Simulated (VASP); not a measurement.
Set up this calculation in VASP 6.6.1, as the native input.

```
Task                   : relaxation of cell and atoms
Functional             : PBE
Potentials or basis    : VASP PAW PBE potentials, release 64 (Zn, Sn_d, N)
Cutoff                 : 600 eV
k mesh                 : 4 × 4 × 4
Occupations            : gaussian, width 0.1 eV
Spin                   : no spin polarisation
Dipole correction      : no
Further INCAR settings : ALGO = Normal; EDIFF = 1e-06; IBRION = 2; EDIFFG = -0.04; NSW = 90; ISIF = 3
```

The structure of Zn4SnN lies in POSCAR:

```
Zn4SnN
1.0
    2.7096466100     -4.2793125400      0.0000000000
    2.7096466100      4.2793125400      0.0000000000
    0.0000000000      0.0000000000      4.1052324200
Zn Sn N
4 1 1
Direct
    0.3424525300      0.6575474700      0.0000000000
    0.6575474700      0.3424525300      0.0000000000
    0.5000000000      0.0000000000      0.5000000000
    0.0000000000      0.5000000000      0.5000000000
    0.0000000000      0.0000000000      0.0000000000
    0.5000000000      0.5000000000      0.5000000000
```

The cell was generated, and may not be a known phase.

One way to write it, as run:

INCAR

```
SYSTEM = Zn4SnN
PREC = Accurate ; ENCUT = 600
EDIFF = 1E-6 ; ISMEAR = 0
SIGMA = 0.1 ; LREAL = .False.
LASPH = .True. ; NELM = 100
ALGO = Normal ; ISIF = 3
LWAVE = .False. ; LCHARG = .False.
GGA = PE ; IBRION = 2
NSW = 90 ; EDIFFG = -0.04
```

KPOINTS

```
Automatic mesh
0
Gamma
  4 4 4
  0 0 0
```

Potentials or basis: VASP PAW PBE potentials, release 64 (Zn, Sn_d, N).

Run with:

```bash
$ cat potpaw_PBE.64/Zn/POTCAR potpaw_PBE.64/Sn_d/POTCAR potpaw_PBE.64/N/POTCAR > POTCAR
$ mpirun -np 1 vasp_std > vasp.out
```

Results of the run:

* Relaxed volume: 17.73 Å³/atom
* Relaxed cell: a = 6.187 Å, b = 6.187 Å, c = 2.986 Å, α = 90.00°, β = 90.00°, γ = 111.41°
* Space group after relaxing (to 0.1 Å): Cmmm (No. 65)
* Energy gained by relaxing: 108.5 meV/atom
* Ionic steps: 27
* Pressure after relaxing: 0.0 GPa
* Largest force after relaxing: 0.035 eV/Å
* Band gap on the k mesh: zero (an odd number of electrons rules out a gap without spin polarisation)

Caveat: the k points lie up to 0.53 Å⁻¹ apart in the final cell, too coarse for converged energies and pressures of a metal; a cell axis changed by over 15 % at a fixed basis, so the end point is rough; spin-orbit coupling is left out, which moves the levels of the heavy elements.

It took 21 min on 1 thread of Intel(R) Xeon(R) 6975P-C (Granite Rapids), with other jobs on the host, peak memory 0.29 GiB.
